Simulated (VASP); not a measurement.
The system is CoO.

```
Co O
1.0
     1.60222    0.92504    2.56647
    -1.60222    0.92504    2.56647
     0.00000   -1.85008    2.56647
Co O
1 1
Direct
  0.99898 0.99898 0.99898
  0.75102 0.75102 0.75102
```

```yaml
Program: VASP 6.6.1
Task: relaxation of cell and atoms
Functional: PBEsol
Dispersion: D4
Potentials_or_basis: VASP PAW PBE potentials, release 64 (Co, O)
Cutoff: 600 eV
k_mesh: 7 × 7 × 7
Occupations: fermi-dirac, width 0.05 eV
Spin: collinear spin, ferromagnetic start
Starting_moments: "[2.0, 0.0] μB"
```

At the start: pressure -10.1 GPa; volume 11.41 Å³/atom.

Question: Where does the relaxation end?

Answer: Over 7 steps the energy falls by 45.2 meV/atom and the volume is 10.22 Å³/atom (-10.4 %); space group F-43m (No. 216, to 0.05 Å); moment 1.95 μB per cell.

The path:
```
step  energy change (eV)  largest force (eV/Å)  pressure (GPa)  volume (Å³)
   1              0.0000                0.2282          -10.09        22.82
   2             -0.0902                0.0361           -0.65        20.53
   3             -0.0903                0.0507            0.01        20.44
   4             -0.0904                0.0064            0.24        20.41
   5             -0.0904                0.0084            0.17        20.42
   6             -0.0904                0.0020           -0.06        20.45
   7             -0.0904                0.0036           -0.02        20.44
```

Final structure:
```
CELL_PARAMETERS angstrom
1.53553 0.88654 2.50243
-1.53553 0.88654 2.50243
0.00000 -1.77308 2.50243
ATOMIC_POSITIONS crystal
Co 0.00019 0.00019 0.00019
O 0.74981 0.74981 0.74981
```

Caveat: the PAW data sets were made with another functional, which shifts forces and pressure a little; a cell with one magnetic atom can't hold antiferromagnetic order, which such compounds often take; pairwise dispersion overbinds metals, which lowers pressure and volume.
